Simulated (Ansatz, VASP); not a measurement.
## Cr: VASP beside Ansatz

```
Cr
1.0
     3.02713    0.00000    0.00000
     0.00000    3.02713    0.00000
     0.00000    0.00000    3.02713
Cr
2
Cartesian
  0.0000 0.0000 0.0000
  1.5136 1.5136 1.5136
```

Change from the starting cell: volume scaled by 1.06, crystal datasets.

Alike in both runs: task electric field gradients; functional PBE; k mesh 11 × 11 × 11; occupations fermi-dirac, width 0.05 eV; collinear spin.

|  | VASP | Ansatz |
| --- | --- | --- |
| version | VASP 6.6.1 | Ansatz 0.2.0 |
| potentials or method | VASP PAW PBE potentials, release 64 (Cr_pv), cutoff 520 eV | all-electron PAW with datasets made for the crystal, scalar-relativistic |

VASP gave:

- pressure (GPa): -16.8
- net moment per atom (μB): 0.00
- size of the moment on the site where the two differ most (μB): 2.15

Q: What did Ansatz give for the same quantities?

A: Pressure (GPa): -17.3; net moment per atom (μB): 0.00; size of the moment on the site where the two differ most (μB): 2.04.

Site moments also hang on the region over which each program counts them. Ansatz ran all-electron here, and VASP with PAW potentials.
